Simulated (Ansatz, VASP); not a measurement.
**One calculation of B5W, two programs**

```
B W
1.0
     4.01197    0.00000    0.00000
     0.00000    4.01197    0.00000
     0.00000    0.00000    4.20006
B W
5 1
Cartesian
  2.0060 2.0060 2.7949
  2.0060 2.0060 1.4052
  2.0060 0.0000 2.1000
  0.0000 2.0060 2.1000
  2.0060 2.0060 0.0000
  0.0000 0.0000 0.0000
```

Alike in both runs: task single point; functional PBE; k mesh 4 × 4 × 4; occupations gaussian, width 0.1 eV; no spin polarisation.

|  | VASP | Ansatz |
| --- | --- | --- |
| version | VASP 6.6.1 | Ansatz 0.2.0 |
| potentials or method | VASP PAW PBE potentials, release 64 (B, W_sv), cutoff 520 eV | scalar-relativistic, plane waves, PAW |
| valence electrons in the cell | 29 | 29 |

VASP gave:

| Item | Value |
| --- | --- |
| gap on the k mesh at the Fermi level (eV) | none |
| pressure (GPa) | -4.0 |
| traceless stress, the component that is largest in VASP (GPa) | 51.63 |
| rms of the force components (eV/Å) | 0.408 |

Q: Estimate Ansatz's values.

A: gap on the k mesh at the Fermi level (eV): none; pressure (GPa): -4.0; traceless stress, the component that is largest in VASP (GPa): 51.72; rms of the force components (eV/Å): 0.402.

Atom by atom the forces differ by 0.005 eV/Å (rms over components). A gap of «none» marks a metal or a gap that the smearing closes. With one functional, cell and mesh, what is left measures potentials, basis and numerics.

The k mesh is coarse, so the values compare programs but aren't converged. Spin-orbit coupling is off throughout.
